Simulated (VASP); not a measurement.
Fe:

```
CELL_PARAMETERS angstrom
1.93853 -3.28545 0.00000
1.93853 3.28545 0.00000
0.00000 0.00000 3.88222
ATOMIC_POSITIONS crystal
Fe 0.15250 0.84750 0.07850
Fe 0.65250 0.34750 0.42150
Fe 0.84750 0.15250 0.92150
Fe 0.34750 0.65250 0.57850
```

| Quantity | Value |
| --- | --- |
| Program | VASP 6.6.1 |
| Task | relaxation of cell and atoms |
| Functional | PBEsol |
| Potentials or basis | VASP PAW PBE potentials, release 64 (Fe) |
| Cutoff | 600 eV |
| k mesh | 6 × 6 × 4 |
| Occupations | gaussian, width 0.1 eV |
| Spin | collinear spin, ferromagnetic start |
| Starting moments | [0.28, 0.28, 0.28, 0.28] μB |

At the start: pressure -13.2 GPa; volume 12.36 Å³/atom.

Problem. How do energy, volume and symmetry change on relaxing?

Solution. Over 21 steps the energy falls by 370.2 meV/atom and the volume is 10.84 Å³/atom (-12.3 %); space group Cmce (No. 64, to 0.1 Å) before, I4/mmm (No. 139, to 0.1 Å); moment 0.00 μB per cell.

Step by step:
```csv
step,energy change (eV),largest force (eV/Å),pressure (GPa),volume (Å³)
1,0.0000,0.5935,-13.23,49.45
2,0.0093,0.6411,22.32,42.50
3,-0.1860,0.6473,1.40,45.79
4,-0.2610,0.5268,1.19,45.66
5,-0.3321,1.1593,1.32,45.37
6,-0.3480,1.1801,1.17,45.36
7,-0.3996,1.2338,0.67,45.33
8,-0.5174,1.2964,-0.34,45.27
9,-0.7702,1.3743,-2.38,45.11
10,-1.0635,1.2581,-4.63,44.66
11,-1.1962,0.9662,-3.48,44.26
12,-1.2905,0.7599,-0.45,43.64
13,-1.2938,0.8068,0.54,43.50
14,-1.3435,0.7093,-0.05,43.54
15,-1.4448,0.3829,-1.47,43.64
16,-1.4174,0.5052,-2.03,43.75
17,-1.4728,0.0655,-2.09,43.70
18,-1.4729,0.0474,-2.10,43.70
19,-1.4790,0.0361,0.93,43.24
20,-1.4790,0.0355,0.83,43.24
21,-1.4806,0.0210,0.29,43.35
```

Final structure:
```cif
data_structure
_symmetry_space_group_name_H-M 'P 1'
_symmetry_Int_Tables_number 1
_cell_length_a 4.0168
_cell_length_b 4.0168
_cell_length_c 3.4524
_cell_angle_alpha 90.000
_cell_angle_beta 90.000
_cell_angle_gamma 128.909
_cell_volume 43.35
loop_
_atom_site_label
_atom_site_type_symbol
_atom_site_fract_x
_atom_site_fract_y
_atom_site_fract_z
_atom_site_occupancy
Fe1 Fe 0.14775 0.85225 0.00015 1
Fe2 Fe 0.64775 0.35225 0.49985 1
Fe3 Fe 0.85225 0.14775 0.99985 1
Fe4 Fe 0.35225 0.64775 0.50015 1
```

Caveat: the k points lie up to 0.45 Å⁻¹ apart in the final cell, too coarse for converged energies and pressures of a metal; the PAW data sets were made with another functional, which shifts forces and pressure a little.
